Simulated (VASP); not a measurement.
Write the native input for VASP 6.6.1 that does the following.

- Task: single point
- Functional: r2SCAN
- Potentials or basis: VASP PAW PBE potentials, release 64 (Pd)
- Cutoff: 520 eV
- k mesh: 4 × 4 × 4
- Occupations: fermi-dirac, width 0.1 eV
- Spin: collinear spin, ferromagnetic start
- Starting moments: [2.0] μB
- Dipole correction: no
- Further INCAR settings: ALGO = Normal; EDIFF = 1e-06; NBANDS = 15

Crystal: Pd.

```
Pd
1.0
     0.00000    1.94500    1.94500
     1.94500    0.00000    1.94500
     1.94500    1.94500    0.00000
Pd
1
Direct
  0.00000 0.00000 0.00000
```

One way to write it, as run:

POSCAR

```
Pd
1.0
    0.0000000000      1.9450000000      1.9450000000
    1.9450000000      0.0000000000      1.9450000000
    1.9450000000      1.9450000000      0.0000000000
Pd
1
Direct
    0.0000000000      0.0000000000      0.0000000000
```

INCAR.step1

```
  ALGO = Normal
  EDIFF = 1E-4
  ENCUT = 520
  GGA = PE
  ISMEAR = -1
  ISPIN = 2
  LASPH = True
  LCHARG = False
  LMAXMIX = 4
  LREAL = False
  LWAVE = True
  MAGMOM = 2
  NBANDS = 15
  NELM = 150
  PREC = Accurate
  SIGMA = 0.1
```

INCAR.step2

```
  ALGO = Normal
  EDIFF = 1E-6
  ENCUT = 520
  ISIF = 2
  ISMEAR = -1
  ISPIN = 2
  ISTART = 1
  LASPH = True
  LCHARG = False
  LMAXMIX = 4
  LMIXTAU = True
  LORBIT = 11
  LREAL = False
  LWAVE = False
  MAGMOM = 2
  METAGGA = R2SCAN
  NBANDS = 15
  NELM = 150
  PREC = Accurate
  SIGMA = 0.1
```

KPOINTS

```
k-points
0
Gamma
  4 4 4
```

Potentials or basis: VASP PAW PBE potentials, release 64 (Pd).

The run is started by

```sh
$ cat potpaw_PBE.64/Pd/POTCAR > POTCAR
$ cp INCAR.step1 INCAR
$ mpirun -np 1 vasp_std > vasp.out
$ cp INCAR.step2 INCAR
$ mpirun -np 1 vasp_std > vasp.out
```

It gave:

```json
{
 "Pressure": "3.5 GPa",
 "Net moment": "0.44 μB per cell",
 "Site moments": "Pd +0.45 μB",
 "Valence electrons inside the program's atomic spheres": "Pd 9.50"
}
```

Caveat: the k points lie up to 0.70 Å⁻¹ apart; the PAW data sets were made with another functional, which shifts forces and pressure a little.

It took 42 s on 1 thread of Intel(R) Xeon(R) Platinum 8488C (Sapphire Rapids), on a shared host, peak memory 0.13 GiB.
